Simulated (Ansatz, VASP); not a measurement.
# Na: VASP beside Ansatz

The input INCAR:

```
SYSTEM = Na
PREC = Accurate
ENCUT = 520
EDIFF = 1E-7
ISMEAR = 0
SIGMA = 0.1
LREAL = .FALSE.
LASPH = .TRUE.
NELM = 100
ALGO = Fast
ISIF = 2
LWAVE = .FALSE.
LCHARG = .TRUE.
GGA = PS
LELF = .TRUE.
LVHAR = .TRUE.
NBANDS = 18
```

The input KPOINTS:

```
Automatic mesh
0
G
  14 14 6
  0 0 0
```

Contents of POSCAR:

```
Na
1.0
    3.1082646157     -1.7740097262     -0.1192990543
    3.1082646157      1.7740097262     -0.1192990543
   -2.4638244872      0.0000000000      9.9511417737
Na
3
Direct
    0.0000000000      0.0000000000      0.0000000000
    0.2361329255      0.2361329255      0.6596109823
    0.7638670745      0.7638670745      0.3403890177
```

Input for Ansatz:

```yaml
crystal:
  lattice:
    - [3.1082646157, -1.7740097262, -0.1192990543]
    - [3.1082646157, 1.7740097262, -0.1192990543]
    - [-2.4638244872, 0.0, 9.9511417737]
  atoms:
    - { symbol: Na, position: [0.0, 0.0, 0.0] }
    - { symbol: Na, position: [0.2361329255, 0.2361329255, 0.6596109823] }
    - { symbol: Na, position: [0.7638670745, 0.7638670745, 0.3403890177] }
basis:
  ecutwfc: 420
kpoints:
  mp_grid: { grid: [14, 14, 6] }
hamiltonian:
  xc: pbesol
scf:
  occupations: { method: gaussian, width: 0.1 }
output:
  forces: true
  stress: true
  eigenvalues: true
```

Alike in both runs: task single point; functional PBEsol; k mesh 14 × 14 × 6; occupations gaussian, width 0.1 eV; no spin polarisation.

|  | VASP | Ansatz |
| --- | --- | --- |
| version | VASP 6.6.1 | Ansatz 0.2.0 |
| potentials or method | VASP PAW PBE potentials, release 64 (Na_pv), cutoff 520 eV | scalar-relativistic, plane waves, PAW |
| valence electrons in the cell | 21 | 27 |

```csv
,VASP,Ansatz,Ansatz less VASP
gap on the k mesh at the Fermi level (eV),none,none,-
pressure (GPa),0.1,0.1,-0.01
"traceless stress, the component that is largest in VASP (GPa)",-1.15,-1.15,0.000
rms of the force components (eV/Å),0.025,0.025,-0.0002
```

VASP's potentials were made for PBE, not for PBEsol. Atom by atom the forces differ by 0.000 eV/Å (rms over components). A gap of «none» marks a metal or a gap that the smearing closes. VASP's potentials hold 21 valence electrons a cell and Ansatz's 27, so a difference there can come from the potentials and not from the codes.
